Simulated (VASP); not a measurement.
Input of a VASP 6.6.1 run:

Contents of POSCAR:

```
Br
1.0
    3.5561452287     -2.1274589715      0.0000000000
    3.5561452287      2.1274589715      0.0000000000
    0.0000000000      0.0000000000      8.7699810166
Br
4
Direct
    0.8608174711      0.1391825289      0.1157818195
    0.6391825289      0.3608174711      0.6157818195
    0.1391825289      0.8608174711      0.8842181805
    0.3608174711      0.6391825289      0.3842181805
```

INCAR.step1

```
SYSTEM = Br
PREC = Accurate
ENCUT = 520
ISMEAR = -1
SIGMA = 0.05
LREAL = .FALSE.
LASPH = .TRUE.
NELM = 100
NBANDS = 22
GGA = PE
ALGO = Normal
EDIFF = 1E-4
LWAVE = .TRUE.
LCHARG = .FALSE.
```

INCAR.step2

```
SYSTEM = Br
PREC = Accurate
ENCUT = 520
EDIFF = 1E-6
ISMEAR = -1
SIGMA = 0.05
LREAL = .FALSE.
LASPH = .TRUE.
NELM = 100
ALGO = Normal
ISIF = 2
LWAVE = .FALSE.
LCHARG = .FALSE.
METAGGA = R2SCAN
LMIXTAU = .TRUE.
NBANDS = 22
ISTART = 1
```

KPOINTS

```
regular mesh
0
G
  3 3 2
  0 0 0
```

Potentials or basis: VASP PAW PBE potentials, release 64 (Br).

The run is started by

```bash
$ cat potpaw_PBE.64/Br/POTCAR > POTCAR
$ cp INCAR.step1 INCAR
$ mpirun -np 1 vasp_std > vasp.out
$ cp INCAR.step2 INCAR
$ mpirun -np 1 vasp_std > vasp.out
```

(1) What does it give for the pressure?

(2) Predict the largest force.

(3) Estimate the band gap on the k mesh.

## Answers

(1) -0.1 GPa.

(2) 0.028 eV/Å.

(3) 1.67 eV, direct.

Caveat: the k points lie up to 0.57 Å⁻¹ apart; the PAW data sets were made with another functional, which shifts forces and pressure a little.
